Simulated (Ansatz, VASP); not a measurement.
# Two plane-wave programs on ZrB2

```xyz
3
Lattice="3.1674 0.0000 0.0000 -1.5837 2.7431 0.0000 0.0000 0.0000 3.5511" Properties=species:S:1:pos:R:3 pbc="T T T"
Zr    0.0000    0.0000    0.0000
B     0.0000    1.8287    1.7756
B     1.5837    0.9144    1.7756
```

Alike in both runs: task electric field gradients; functional r2SCAN; k mesh 14 × 14 × 12; occupations gaussian, width 0.05 eV; no spin polarisation.

|  | VASP | Ansatz |
| --- | --- | --- |
| version | VASP 6.6.1 | Ansatz 0.2.0 |
| potentials or method | VASP PAW PBE potentials, release 64 (Zr_sv, B), cutoff 520 eV | scalar-relativistic, plane waves, PAW |
| valence electrons in the cell | 18 | 18 |

|  | VASP | Ansatz | Ansatz less VASP |
| --- | --- | --- | --- |
| gap on the k mesh at the Fermi level (eV) | none | none | - |
| pressure (GPa) | 0.1 | 0.0 | -0.09 |
| size of Vzz on the site where it differs most (V/Å²) | 38.5 | 41.7 | +3.20 |

VASP's potentials were made for PBE, not for r2SCAN. A gap of «none» marks a metal or a gap that the smearing closes.
